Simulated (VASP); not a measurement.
Here is a VASP 6.6.1 calculation.

INCAR

```
PREC = Accurate
ENCUT = 600
EDIFF = 1E-7
ISMEAR = 0
SIGMA = 0.1
LREAL = False
LASPH = True
NELM = 100
ALGO = Fast
ISIF = 3
LWAVE = False
LCHARG = False
GGA = PE
IBRION = 2
NSW = 100
EDIFFG = -0.01
```

The input KPOINTS:

```
regular mesh
0
Gamma
  8 8 4
```

The input POSCAR:

```
In4Sb3As
1.0
    4.6413502786      0.0000000000      0.0000000000
    0.0000000000      4.6413502786      0.0000000000
    0.0000000000      0.0000000000     12.8930099088
In Sb As
4 3 1
Direct
    0.5000000000      0.0000000000      0.8874991139
    0.0000000000      0.5000000000      0.1125008861
    0.5000000000      0.0000000000      0.3706279498
    0.0000000000      0.5000000000      0.6293720502
    0.0000000000      0.0000000000      0.2416879236
    0.5000000000      0.5000000000      0.5000000000
    0.0000000000      0.0000000000      0.7583120764
    0.5000000000      0.5000000000      0.0000000000
```

Potentials or basis: VASP PAW PBE potentials, release 64 (In_d, Sb, As).

The run is started by

```console
$ cat potpaw_PBE.64/In_d/POTCAR potpaw_PBE.64/Sb/POTCAR potpaw_PBE.64/As/POTCAR > POTCAR
$ mpirun -np 1 vasp_std > vasp.out
```

(1) Estimate the band gap on the k mesh.

Answers

(1) zero (filled and empty bands touch).

Caveat: semilocal functionals underestimate gaps, and a narrow one can read as zero; spin-orbit coupling is left out, which moves the levels of the heavy elements.
